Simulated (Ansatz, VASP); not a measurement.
## One calculation of RbCaH3, two programs

```
Rb Ca H
1.0
     4.54700    0.00000    0.00000
     0.00000    4.54700   -0.06821
     0.00000   -0.06821    4.54700
Rb Ca H
1 1 3
Direct
  0.00000 0.00000 0.00000
  0.50000 0.50000 0.50000
  0.00000 0.50000 0.50000
  0.50000 0.00000 0.50000
  0.50000 0.50000 0.00000
```

Change from the starting cell: strain -0.0300 x Voigt [0, 0, 0, 1, 0, 0], atoms carried along.

Alike in both runs: task single point; functional LDA; k mesh 6 × 6 × 6; occupations gaussian, width 0.05 eV; no spin polarisation.

|  | VASP | Ansatz |
| --- | --- | --- |
| version | VASP 6.6.1 | Ansatz 0.2.0 |
| potentials or method | VASP PAW LDA potentials, release 64 (Rb_sv, Ca_sv, H), cutoff 520 eV | scalar-relativistic, plane waves, PAW |
| valence electrons in the cell | 22 | 22 |

```tsv
	VASP	Ansatz	Ansatz less VASP
gap on the k mesh at the Fermi level (eV)	2.85	2.86	+0.009
least direct gap on the mesh (eV)	2.85	2.86	+0.009
pressure (GPa)	-2.4	-2.4	-0.02
traceless stress, the component that is largest in VASP (GPa)	0.51	0.51	0.000
```

LDA's correlation is that of Perdew and Zunger in VASP and of Perdew and Wang (1992) in Ansatz.
